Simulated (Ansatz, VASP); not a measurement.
Two plane-wave programs on Ti

File INCAR:

```
ALGO = Normal ; EDIFF = 1E-7
ENCUT = 520 ; GGA = PS
ISIF = 2 ; ISMEAR = 0
LASPH = True ; LCHARG = True
LELF = True ; LREAL = False
LVHAR = True ; LWAVE = False
NBANDS = 12 ; NELM = 100
PREC = Accurate ; SIGMA = 0.15
```

KPOINTS

```
k-points
0
Gamma
  10 10 10
```

File POSCAR:

```
Ti
1.0
    0.0000000000      2.0604500000      2.0604500000
    2.0604500000      0.0000000000      2.0604500000
    2.0604500000      2.0604500000      0.0000000000
Ti
1
Direct
    0.0000000000      0.0000000000      0.0000000000
```

Input for Ansatz:

```yaml
crystal:
  lattice:
    - [0.0, 2.06045, 2.06045]
    - [2.06045, 0.0, 2.06045]
    - [2.06045, 2.06045, 0.0]
  atoms:
    - { symbol: Ti, position: [0.0, 0.0, 0.0] }
basis:
  ecutwfc: 420
kpoints:
  mp_grid: { grid: [10, 10, 10] }
hamiltonian:
  xc: pbesol
scf:
  occupations: { method: gaussian, width: 0.15 }
output:
  forces: true
  stress: true
  eigenvalues: true
```

Change from the starting cell: strain +0.015 along x and y, +0.015 along z, atoms carried along.

Alike in both runs: task single point; functional PBEsol; k mesh 10 × 10 × 10; occupations gaussian, width 0.15 eV; no spin polarisation.

|  | VASP | Ansatz |
| --- | --- | --- |
| version | VASP 6.6.1 | Ansatz 0.2.0 |
| potentials or method | VASP PAW PBE potentials, release 64 (Ti_sv), cutoff 520 eV | scalar-relativistic, plane waves, PAW |
| valence electrons in the cell | 12 | 12 |

|  | VASP | Ansatz | Ansatz less VASP |
| --- | --- | --- | --- |
| gap on the k mesh at the Fermi level (eV) | none | none | - |
| pressure (GPa) | -5.2 | -5.0 | +0.22 |

VASP's potentials were made for PBE, not for PBEsol. A gap of «none» marks a metal or a gap that the smearing closes.
